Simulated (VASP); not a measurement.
# Au (P6/mmm) in VASP: notebook

Runs on Au. Level: PBE. Tasks: single point.

All numbers are computed with VASP 6.6.1; they aren't measurements. Logs are shortened: lines on timing, memory, paths and dates and some standing lists are left out, and cuts for length are marked.

## 1. The cell of the first run

Symmetry: P6/mmm, No. 191, hexagonal system. The conventional cell has a = 2.615 Å, b = 2.615 Å, c = 2.549 Å, α = 90.00°, β = 90.00°, γ = 120.00°. Au (site symmetry 6/mmm) has 8 Au at 2.55 to 2.61 Å within 3.4 Å.

## 2. Single point, PBE (volume scaled by 0.78)

Input file INCAR:

```
SYSTEM = Au
ALGO     = Normal         ! electronic algorithm
EDIFF    = 1E-6           ! SCF threshold, eV
ENCUT    = 520            ! plane-wave cutoff, eV
GGA      = PE             ! functional
ISIF     = 2              ! what is computed and relaxed
ISMEAR   = -1             ! smearing method
LASPH    = .TRUE.         ! aspherical terms in the spheres
LCHARG   = .TRUE.         ! write CHGCAR
LELF     = .TRUE.         ! ELF
LREAL    = .FALSE.        ! projectors in reciprocal space
LVHAR    = .TRUE.       
LWAVE    = .FALSE.        ! write WAVECAR
NBANDS   = 12             ! bands
NELM     = 60             ! most SCF steps
PREC     = Accurate       ! precision mode
SIGMA    = 0.08           ! smearing width, eV
```

Input file KPOINTS:

```
k-points
0
G
  15 15 14
  0 0 0
```

Input file POSCAR:

```
Au
1.0
    2.6145359869      0.0000000000      0.0000000000
   -1.3072679934      2.2642545838      0.0000000000
    0.0000000000      0.0000000000      2.5488900303
Au
1
Direct
    0.0000000000      0.0000000000      0.0000000000
```

Potentials or basis: VASP PAW PBE potentials, release 64 (Au).

Launch:

```bash
$ cat potpaw_PBE.64/Au/POTCAR > POTCAR
$ mpirun -np 1 vasp_std > vasp.out
```

OUTCAR:

```text
SYSTEM = Au
   EDIFF = 1E-6
   ENCUT = 520
   GGA = PE
   ISIF = 2
   ISMEAR = -1
   LASPH = .TRUE.
   LREAL = .FALSE.
   NELM = 60
   PREC = Accurate

 ion  position               nearest neighbor table
   1  0.000  0.000  0.000-

  LATTYP: Found a hexagonal cell.
 ALAT       =     2.6145359869
 C/A-ratio  =     0.9748919285

  Lattice vectors:

 A1 = (   2.6145359869,   0.0000000000,   0.0000000000)
 A2 = (  -1.3072679934,   2.2642545838,   0.0000000000)
 A3 = (   0.0000000000,   0.0000000000,   2.5488900303)

Analysis of symmetry for initial positions (statically):
=====================================================================
 Subroutine PRICEL returns:
 Original cell was already a primitive cell.

 Routine SETGRP: Setting up the symmetry group for a
 hexagonal supercell.

 Subroutine GETGRP returns: Found 24 space group operations
 (whereof 24 operations were pure point group operations)
 out of a pool of 24 trial point group operations.

The static configuration has the point symmetry D_6h.

Analysis of symmetry for dynamics (positions and initial velocities):
=====================================================================
 Subroutine PRICEL returns:
 Original cell was already a primitive cell.

 Routine SETGRP: Setting up the symmetry group for a
 hexagonal supercell.

 Subroutine GETGRP returns: Found 24 space group operations
 (whereof 24 operations were pure point group operations)
 out of a pool of 24 trial point group operations.

The dynamic configuration has the point symmetry D_6h.

 Subroutine INISYM returns: Found 24 space group operations
 (whereof 24 operations are pure point group operations),
 and found     1 'primitive' translations

----------------------------------------------------------------------------------------

                                     Primitive cell

  volume of cell :      15.0894

  direct lattice vectors                    reciprocal lattice vectors
     2.614535987  0.000000000  0.000000000     0.382477046  0.220823225  0.000000000
    -1.307267993  2.264254584  0.000000000     0.000000000  0.441646451  0.000000000
     0.000000000  0.000000000  2.548890030     0.000000000  0.000000000  0.392327636

  length of vectors
     2.614535987  2.614535987  2.548890030     0.441646451  0.441646451  0.392327636

  position of ions in fractional coordinates (direct lattice)
     0.000000000  0.000000000  0.000000000

  ion indices of the primitive-cell ions
   primitive index   ion index
                 1           1

----------------------------------------------------------------------------------------

 KPOINTS: k-points

Automatic generation of k-mesh.
 Grid dimensions read from file:
 generate k-points for:   15   15   14

 Generating k-lattice:

  Cartesian coordinates                     Fractional coordinates (reciprocal lattice)
     0.025498470  0.014721548  0.000000000     0.066666667  0.000000000  0.000000000
     0.000000000  0.029443097  0.000000000     0.000000000  0.066666667  0.000000000
     0.000000000  0.000000000  0.028023403     0.000000000  0.000000000  0.071428571

  Length of vectors
     0.029443097  0.029443097  0.028023403

  Shift w.r.t. Gamma in fractional coordinates (k-lattice)
     0.000000000  0.000000000  0.000000000

 Subroutine IBZKPT returns following result:
 ===========================================

 Found    216 irreducible k-points:

 Following reciprocal coordinates:
            Coordinates               Weight
  0.000000  0.000000  0.000000      1.000000
  0.066667  0.000000  0.000000      6.000000
  0.133333  0.000000  0.000000      6.000000
  0.200000  0.000000  0.000000      6.000000
  0.266667  0.000000  0.000000      6.000000
  0.333333  0.000000  0.000000      6.000000
[... 16 lines left out ...]
  0.333333  0.200000  0.000000     12.000000
  0.400000  0.200000  0.000000      6.000000
 [... further k-points ...]
   k-points           NKPTS =    216   k-points in BZ     NKDIM =    216   number of bands    NBANDS=     12
   number of dos      NEDOS =    301   number of ions     NIONS =      1
   total plane-waves  NPLWV =   8000
   dimension x,y,z NGX =    20 NGY =   20 NGZ =   20
   dimension x,y,z NGXF=    40 NGYF=   40 NGZF=   40
   ions per type =               1
   NGX,Y,Z   is equivalent  to a cutoff of  12.72, 12.72, 13.04 a.u.
   NGXF,Y,Z  is equivalent  to a cutoff of  25.43, 25.43, 26.09 a.u.
 SYSTEM =  Au
   PREC   = accura    normal or accurate (medium, high low for compatibility)
   ISTART =      0    job   : 0-new  1-cont  2-samecut
   ICHARG =      2    charge: 1-file 2-atom 10-const
   ISPIN  =      1    spin polarized calculation?
   LNONCOLLINEAR =      F non collinear calculations
   LSORBIT =      F    spin-orbit coupling
   LASPH  =      T    aspherical Exc in radial PAW
   ENCUT  =  520.0 eV  38.22 Ry    6.18 a.u.   4.86  4.86  4.74*2*pi/ulx,y,z
   NELM   =     60;   NELMIN=  2; NELMDL= -5     # of ELM steps
   EDIFF  = 0.1E-05   stopping-criterion for ELM
   LREAL  =      F    real-space projection
   EDIFFG = 0.1E-04   stopping-criterion for IOM
   NSW    =      0    number of steps for IOM
   IBRION =     -1    ionic relax: 0-MD 1-quasi-New 2-CG
   NFREE  =      0    steps in history (QN), initial steepest desc. (CG)
   ISIF   =      2    stress and relaxation
   ISYM   =      2    0-nonsym 1-usesym 2-fastsym
   POTIM  = 0.5000    time-step for ionic-motion
   TEBEG  =    0.0;   TEEND  =   0.0 temperature during run
   PSTRESS=    0.0 pullay stress
   NELECT =      11.0000    total number of electrons
   NUPDOWN=      -1.0000    fix difference up-down
   EMIN   =  10.00;   EMAX   =-10.00  energy-range for DOS
   EFERMI =   0.00;   METHOD = LEGACY
   ISMEAR =    -1;   SIGMA  =   0.08  broadening in eV -4-tet -1-fermi 0-gaus
   EFERMI_NEDOS =   21; number of points for ismear=-14 and -15
   IALGO  =     38    algorithm
   IMIX   =      4    mixing-type and parameters
     AMIX     =   0.40;   BMIX     =  1.00
     AMIX_MAG =   1.60;   BMIX_MAG =  1.00
  volume/ion in A,a.u.               =      15.09       101.83
  Fermi-wavevector in a.u.,A,eV,Ry     =   1.473382  2.784289 29.536274  2.170855
  Thomas-Fermi vector in A             =   2.588282
   LORBIT       =      0    0 simple, 1 ext, 2 COOP (PROOUT), +10 PAW based schemes
   GGA     = PE    functional components
[... 5 lines left out ...]
 non-spin polarized calculation
  energy-cutoff  :      520.00
  volume of cell :       15.09
 maximum number of plane-waves:       423
 NGX is ok and might be reduce to    20

 number of electron      11.0000001 magnetization

 Free energy of the ion-electron system (eV)
  ---------------------------------------------------
  ext. energy  EPLUGINS =         0.00000000
  ---------------------------------------------------
  free energy    TOTEN  =        -2.53139074 eV

  energy without entropy =       -2.52506849  energy(sigma->0) =       -2.52822961

 E-fermi :  11.5849     XC(G=0): -13.3813

 val. band max:       11.5300444479   @ k =   0.1333   0.1333   0.4286
 cond. band min:      11.5978714542   @ k =   0.2000   0.0667   0.4286
 fundamental gap:      0.0678270063
 Fermi energy:        11.5849267764

 k-point     1 :       0.0000    0.0000    0.0000
  band No.  band energies     occupation
      1       0.4368      2.00000
      2       3.3847      2.00000
      3       6.0686      2.00000
      4       6.0686      2.00000
      5       9.8110      2.00000
      6       9.8110      2.00000
      7      25.3950      0.00000
      8      26.4730      0.00000
      9      32.5328      0.00000
     10      32.5328      0.00000
     11      33.8083      0.00000
     12      39.6166      0.00000

 k-point     2 :       0.0667    0.0000    0.0000
  band No.  band energies     occupation
      1       0.6212      2.00000
      2       3.4456      2.00000
      3       5.9609      2.00000
      4       6.2083      2.00000
      5       9.6721      2.00000
      6       9.7864      2.00000
      7      25.7228      0.00000
      8      26.7389      0.00000
      9      30.9958      0.00000
     10      32.0405      0.00000
     11      34.5731      0.00000
     12      40.0311      0.00000

 k-point     3 :       0.1333    0.0000    0.0000
  band No.  band energies     occupation
      1       1.1441      2.00000
      2       3.6189      2.00000
      3       5.7035      2.00000
      4       6.6171      2.00000
      5       9.3006      2.00000
      6       9.7175      2.00000
      7      26.6477      0.00000
      8      27.0724      0.00000
      9      29.1043      0.00000
     10      30.8655      0.00000
     11      34.7347      0.00000
     12      40.7862      0.00000
[... 286 lines left out ...]
 k-point    23 :       0.3333    0.2000    0.0000
  band No.  band energies     occupation
      1       4.1255      2.00000
      2       4.4394      2.00000
      3       6.6883      2.00000
      4       7.6269      2.00000
      5       8.7210      2.00000
      6      13.0716      0.00000
      7      16.6685      0.00000
      8      20.7868      0.00000
      9      30.2685      0.00000
     10      35.0503      0.00000
     11      35.9725      0.00000
     12      38.5838      0.00000

 k-point    24 :       0.4000    0.2000    0.0000
  band No.  band energies     occupation
      1       4.0820      2.00000
      2       4.4796      2.00000
      3       7.0697      2.00000
      4       7.5890      2.00000
      5       8.6624      2.00000
      6      14.1623      0.00000
      7      15.3510      0.00000
      8      20.4102      0.00000
      9      30.2928      0.00000
     10      35.4066      0.00000
     11      35.4968      0.00000
     12      38.5869      0.00000

 [... further k-points ...]
[... 5 lines left out ...]
  --------------------------------------------------------------------------------------
  -------------------------------------------------------------------------------------
  Total        5.7654101      5.7654101      5.7626408      0.0000000      0.0000000      0.0000000
  in kB      612.1668505    612.1668505    611.8728057      0.0000000      0.0000000      0.0000000
  external PRESSURE =     612.0688355 kB  Pullay stress =       0.0000000 kB

 VOLUME and BASIS-vectors are now :
 -----------------------------------------------------------------------------
  energy-cutoff  :      520.00
  volume of cell :       15.09
      direct lattice vectors                 reciprocal lattice vectors
     2.614535987  0.000000000  0.000000000     0.382477046  0.220823225  0.000000000
    -1.307267993  2.264254584  0.000000000     0.000000000  0.441646451  0.000000000
     0.000000000  0.000000000  2.548890030     0.000000000  0.000000000  0.392327636

 POSITION                                       TOTAL-FORCE (eV/Angst)
 -----------------------------------------------------------------------------------
      0.00000      0.00000      0.00000         0.000000      0.000000      0.000000
 -----------------------------------------------------------------------------------
    total drift:                               -0.000000      0.000000      0.000000

  FREE ENERGIE OF THE ION-ELECTRON SYSTEM (eV)
  ---------------------------------------------------
  free  energy   TOTEN  =        -2.5313907386 eV

  energy  without entropy=       -2.5250684866  energy(sigma->0) =       -2.52822961
```

It took 15 s on 1 thread of Intel Xeon Platinum 8559C (Emerald Rapids), shared host; peak memory 0.15 GiB.

What came out:

| Property | Result |
| --- | --- |
| Free energy | -2.5314 eV |
| Pressure | 61.2 GPa |

Levels at points of the mesh, in eV from the Fermi level:
| k point | band 2 | band 3 | band 4 | band 5 | band 6 | band 7 | band 8 | band 9 | band 10 | band 11 |
| --- | --- | --- | --- | --- | --- | --- | --- | --- | --- | --- |
| (0.00, 0.00, 0.00) | -8.20 | -5.52 | -5.52 | -1.77 | -1.77 | 13.81 | 14.89 | 20.95 | 20.95 | 22.22 |
| (0.00, 0.00, 0.50) | -5.09 | -5.09 | -3.73 | -3.73 | -2.55 | 2.66 | 17.70 | 21.17 | 21.46 | 21.46 |

Caveat: the cell differs from its parent crystal (volume scaled by 0.78); spin-orbit coupling is left out, which moves the levels of the heavy elements.

## 3. Single point, PBE

This run uses another cell than the first one, of 17.02 Å³/atom, 1.128 times its volume.

Input file INCAR:

```
SYSTEM = Au
PREC = Accurate ; ENCUT = 520
EDIFF = 1E-7 ; ISMEAR = -1
SIGMA = 0.08 ; LREAL = .FALSE.
LASPH = .TRUE. ; NELM = 100
ALGO = Normal ; ISIF = 2
LWAVE = .FALSE. ; LCHARG = .FALSE.
GGA = PE ; NBANDS = 12
```

Input file KPOINTS:

```
regular mesh
0
G
  15 15 14
  0 0 0
```

Input file POSCAR:

```
Au
1.0
    2.7163262480      0.0000000000      0.0000000000
   -1.3581631240      2.3524075357      0.0000000000
    0.0000000000      0.0000000000      2.6641860832
Au
1
Direct
    0.0000000000      0.0000000000      0.0000000000
```

Potentials or basis: VASP PAW PBE potentials, release 64 (Au).

Launch:

```bash
$ cat potpaw_PBE.64/Au/POTCAR > POTCAR
$ mpirun -np 1 vasp_std > vasp.out
```

It took 18 s on 1 thread of Intel Xeon Platinum 8559C (Emerald Rapids), shared host; peak memory 0.15 GiB.

Results (log left out):

```yaml
Free_energy: -3.0086 eV
Pressure: 22.0 GPa
```

Levels at points of the mesh, in eV from the Fermi level:
```
           k point  band 3  band 4  band 5  band 6  band 7  band 8  band 9  band 10
(0.00, 0.00, 0.00)   -4.79   -4.79   -1.76   -1.76   13.16   15.17   19.96    19.96
(0.00, 0.00, 0.50)   -4.46   -3.28   -3.28   -1.84    1.94   17.75   20.69    21.22
```

Caveat: spin-orbit coupling is left out, which moves the levels of the heavy elements.

## 4. Single point, PBE

Input file INCAR:

```
ALGO     = Normal         # electronic algorithm
EDIFF    = 1E-6           # SCF threshold, eV
ENCUT    = 520            # plane-wave cutoff, eV
GGA      = PE             # functional
ISIF     = 2              # what is computed and relaxed
ISMEAR   = -1             # smearing method
LASPH    = True           # aspherical terms in the spheres
LCHARG   = False          # write CHGCAR
LREAL    = False          # projectors in reciprocal space
LWAVE    = False          # write WAVECAR
NBANDS   = 12             # bands
NELM     = 100            # most SCF steps
PREC     = Accurate       # precision mode
SIGMA    = 0.08           # smearing width, eV
```

Input file KPOINTS:

```
k-points
0
Gamma
  15 15 14
```

POSCAR is that of step 3.

Launch:

```bash
$ cat potpaw_PBE.64/Au/POTCAR > POTCAR
$ mpirun -np 1 vasp_std > vasp.out
```

Run time: 16 s. Hardware: 1 thread of Intel Xeon Platinum 8559C (Emerald Rapids), shared host; peak memory 0.15 GiB.

It converged, with:

```yaml
Free_energy: -3.0086 eV
Pressure: 22.0 GPa
```

Levels at points of the mesh, in eV from the Fermi level:
```
           k point  band 2  band 3  band 4  band 5  band 6  band 7  band 8  band 9  band 10  band 11
(0.00, 0.00, 0.00)   -7.01   -4.79   -4.79   -1.76   -1.76   13.16   15.17   19.96    19.96    20.71
(0.00, 0.00, 0.50)   -4.46   -4.46   -3.28   -3.28   -1.84    1.94   17.75   20.69    21.22    21.22
```

Caveat: spin-orbit coupling is left out, which moves the levels of the heavy elements.
